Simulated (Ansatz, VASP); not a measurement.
**BP: VASP beside Ansatz**

The input POSCAR:

```
BP
1.0
    0.0000000000      2.2463100000      2.2690000000
    2.2690000000      0.0000000000      2.2690000000
    2.2690000000      2.2463100000      0.0000000000
B P
1 1
Direct
    0.0000000000      0.0000000000      0.0000000000
    0.7500000000      0.7500000000      0.7500000000
```

File INCAR.step1:

```
  ALGO = Normal
  EDIFF = 1E-4
  ENCUT = 520
  GGA = PE
  ISMEAR = 0
  LASPH = T
  LCHARG = F
  LREAL = F
  LWAVE = T
  NBANDS = 11
  NELM = 80
  PREC = Accurate
  SIGMA = 0.05
```

INCAR.step2

```
  ALGO = Normal
  EDIFF = 1E-6
  ENCUT = 520
  ISIF = 2
  ISMEAR = 0
  ISTART = 1
  LASPH = T
  LCHARG = F
  LMIXTAU = T
  LREAL = F
  LWAVE = F
  METAGGA = R2SCAN
  NBANDS = 11
  NELM = 80
  PREC = Accurate
  SIGMA = 0.05
```

Contents of KPOINTS:

```
k-points
0
Gamma
  10 10 10
```

Input for Ansatz:

```yaml
crystal:
  lattice:
    - [0.0, 2.24631, 2.269]
    - [2.269, 0.0, 2.269]
    - [2.269, 2.24631, 0.0]
  atoms:
    - { symbol: B, position: [0.0, 0.0, 0.0] }
    - { symbol: P, position: [0.75, 0.75, 0.75] }
basis:
  ecutwfc: 500
kpoints:
  mp_grid: { grid: [10, 10, 10] }
hamiltonian:
  xc: r2scan
scf:
  occupations: { method: gaussian, width: 0.05 }
output:
  forces: true
  stress: true
  eigenvalues: true
```

Change from the starting cell: strain -0.0100 x Voigt [0, 1, 0, 0, 0, 0], atoms carried along.

Alike in both runs: task single point; functional r2SCAN; k mesh 10 × 10 × 10; occupations gaussian, width 0.05 eV; no spin polarisation.

|  | VASP | Ansatz |
| --- | --- | --- |
| version | VASP 6.6.1 | Ansatz 0.2.0 |
| potentials or method | VASP PAW PBE potentials, release 64 (B, P), cutoff 520 eV | scalar-relativistic, plane waves, PAW |
| valence electrons in the cell | 8 | 8 |

Ansatz gave:

```
gap on the k mesh at the Fermi level (eV)                     : 1.24
least direct gap on the mesh (eV)                             : 3.51
pressure (GPa)                                                : 1.6
traceless stress, the component that is largest in VASP (GPa) : 1.92
```

**Question.** What did VASP give for the same quantities?

**Answer.** gap on the k mesh at the Fermi level (eV): 1.27; least direct gap on the mesh (eV): 3.55; pressure (GPa): 1.0; traceless stress, the component that is largest in VASP (GPa): 1.93.

VASP's potentials were made for PBE, not for r2SCAN. With one functional, cell and mesh, what is left measures potentials, basis and numerics.
